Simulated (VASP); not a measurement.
HfN, 2 atoms in the cell. The structure is cubic, space group Pm-3m (No. 221). The conventional cell has a = 2.787 Å, b = 2.787 Å, c = 2.787 Å, α = 90.00°, β = 90.00°, γ = 90.00°. Hf (site symmetry m-3m) has 8 N at 2.41 Å and 6 Hf at 2.79 Å within 3.2 Å. Within 3.2 Å of N (site symmetry m-3m) lie 8 Hf at 2.41 Å and 6 N at 2.79 Å. 

* Program: VASP 6.6.1
* Task: single point
* Functional: PBE
* Potentials or basis: VASP PAW PBE potentials, release 64 (Hf_pv, N)
* Cutoff: 520 eV
* k mesh: 9 × 9 × 9
* Occupations: fermi-dirac, width 0.05 eV
* Spin: no spin polarisation
* Dipole correction: no
* Further INCAR settings: ALGO = Normal; EDIFF = 1e-06; NBANDS = 14

Potentials or basis: VASP PAW PBE potentials, release 64 (Hf_pv, N).

Launch:

```sh
$ cat potpaw_PBE.64/Hf_pv/POTCAR potpaw_PBE.64/N/POTCAR > POTCAR
$ mpirun -np 1 vasp_std > vasp.out
```

Hardware: 1 thread of Intel(R) Xeon(R) 6975P-C (Granite Rapids), with other jobs on the host.

Estimate the wall time of this run.

Wall time 4.4 s on 1 thread of Intel(R) Xeon(R) 6975P-C (Granite Rapids), on a shared host, peak memory 0.14 GiB. Counts: scf iterations 13, k points 35.
